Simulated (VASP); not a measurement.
Here is a VASP 6.6.1 calculation.

Contents of POSCAR:

```
GaN
1.0
    0.0000000000      2.1917298925      2.1917298925
    2.1917298925      0.0000000000      2.1917298925
    2.1917298925      2.1917298925      0.0000000000
Ga N
1 1
Direct
    0.0000000000      0.0000000000      0.0000000000
    0.7500000000      0.7500000000      0.7500000000
```

The input INCAR.step1:

```
SYSTEM = GaN
PREC     = Accurate       ! precision mode
ENCUT    = 1460           ! plane-wave cutoff, eV
ISMEAR   = 0              ! smearing method
SIGMA    = 0.01           ! smearing width, eV
LREAL    = .False.        ! projectors in reciprocal space
LASPH    = .True.         ! aspherical terms in the spheres
NELM     = 120            ! most SCF steps
NBANDS   = 16             ! bands
GGA      = PE             ! functional
ALGO     = Normal         ! electronic algorithm
EDIFF    = 1E-5           ! SCF threshold, eV
LWAVE    = .True.         ! write WAVECAR
LCHARG   = .False.        ! write CHGCAR
GGA_COMPAT= .False.
```

The input INCAR.step2:

```
SYSTEM = GaN
PREC     = Accurate       ! precision mode
ENCUT    = 1460           ! plane-wave cutoff, eV
EDIFF    = 1E-6           ! SCF threshold, eV
ISMEAR   = 0              ! smearing method
SIGMA    = 0.01           ! smearing width, eV
LREAL    = .False.        ! projectors in reciprocal space
LASPH    = .True.         ! aspherical terms in the spheres
NELM     = 120            ! most SCF steps
ALGO     = Normal         ! electronic algorithm
ISIF     = 2              ! what is computed and relaxed
LWAVE    = .False.        ! write WAVECAR
LCHARG   = .False.        ! write CHGCAR
METAGGA  = R2SCAN         ! meta-GGA
LMIXTAU  = .True.       
NBANDS   = 16             ! bands
ISTART   = 1            
GGA_COMPAT= .False.
```

Contents of KPOINTS:

```
Automatic mesh
0
Gamma
  8 8 8
  0 0 0
```

Potentials or basis: VASP PAW PBE potentials, release 64 (Ga_d, N_h).

The run is started by

```console
$ cat potpaw_PBE.64/Ga_d/POTCAR potpaw_PBE.64/N_h/POTCAR > POTCAR
$ cp INCAR.step1 INCAR
$ mpirun -np 1 vasp_std > vasp.out
$ cp INCAR.step2 INCAR
$ mpirun -np 1 vasp_std > vasp.out
```

(1) What does it give for the pressure?

(2) Estimate the band gap on the k mesh.

Answers

(1) 19.1 GPa.

(2) 2.67 eV.

Caveat: the cell stands under pressure; the PAW data sets were made with another functional, which shifts forces and pressure a little.
